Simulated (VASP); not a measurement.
## TiCo: relaxation of cell and atoms with LDA

Crystal: TiCo.

```
CELL_PARAMETERS angstrom
2.98611 0.00000 0.00000
0.00000 2.98611 0.00000
0.00000 0.00000 2.98611
ATOMIC_POSITIONS crystal
Co 0.50000 0.50000 0.50000
Ti 0.00000 0.00000 0.00000
```

```yaml
Program: VASP 6.6.1
Task: relaxation of cell and atoms
Functional: LDA
Potentials_or_basis: VASP PAW LDA potentials, release 64 (Co, Ti_sv)
Cutoff: 600 eV
k_mesh: 9 × 9 × 9
Occupations: fermi-dirac, width 0.05 eV
Spin: collinear spin, ferromagnetic start
Starting_moments: "[2.0, 1.0] μB"
Dipole_correction: no
Further_INCAR_settings: ALGO = Normal; EDIFF = 1e-07; IBRION = 2; EDIFFG = -0.01; NSW = 80; ISIF = 3
```

```json
{
  "Relaxed volume": "12.20 Å³/atom",
  "Relaxed cell": "a = 2.900 Å, b = 2.900 Å, c = 2.900 Å, α = 90.00°, β = 90.00°, γ = 90.00°",
  "Space group after relaxing (to 0.1 Å)": "Pm-3m (No. 221)",
  "Energy gained by relaxing": "53.6 meV/atom",
  "Ionic steps": "4",
  "Pressure after relaxing": "-0.1 GPa",
  "Net moment": "0.00 μB per cell",
  "Valence electrons inside the program's atomic spheres": "Co 8.47; Ti 10.44"
}
```

Step by step:
| step | energy change (eV) | largest force (eV/Å) | pressure (GPa) | volume (Å³) |
| --- | --- | --- | --- | --- |
| 1 | 0.0000 | 0.0000 | -14.90 | 26.63 |
| 2 | 0.0546 | 0.0000 | 25.01 | 22.14 |
| 3 | -0.1070 | 0.0000 | -0.70 | 24.47 |
| 4 | -0.1071 | 0.0000 | -0.07 | 24.40 |

Final structure:
```
CELL_PARAMETERS angstrom
2.90049 0.00000 0.00000
0.00000 2.90049 0.00000
0.00000 0.00000 2.90049
ATOMIC_POSITIONS crystal
Co 0.50000 0.50000 0.50000
Ti 0.00000 0.00000 0.00000
```

Levels at points of the mesh, in eV from the Fermi level:
Spin up:
| k point | band 8 | band 9 | band 10 | band 11 | band 12 | band 13 |
| --- | --- | --- | --- | --- | --- | --- |
| (0.00, 0.00, 0.00) | -1.60 | -1.60 | -1.60 | 0.85 | 0.85 | 3.06 |
Spin down:
| k point | band 7 | band 8 | band 9 | band 10 | band 11 | band 12 | band 13 | band 14 |
| --- | --- | --- | --- | --- | --- | --- | --- | --- |
| (0.00, 0.00, 0.00) | -4.22 | -1.60 | -1.60 | -1.60 | 0.85 | 0.85 | 3.06 | 3.06 |

Wall time 100 s on 1 thread of AMD EPYC 7R13 Processor (Zen 3), with other jobs on the host, peak memory 0.13 GiB.

Caveat: the moments typed at the start vanished in this run.
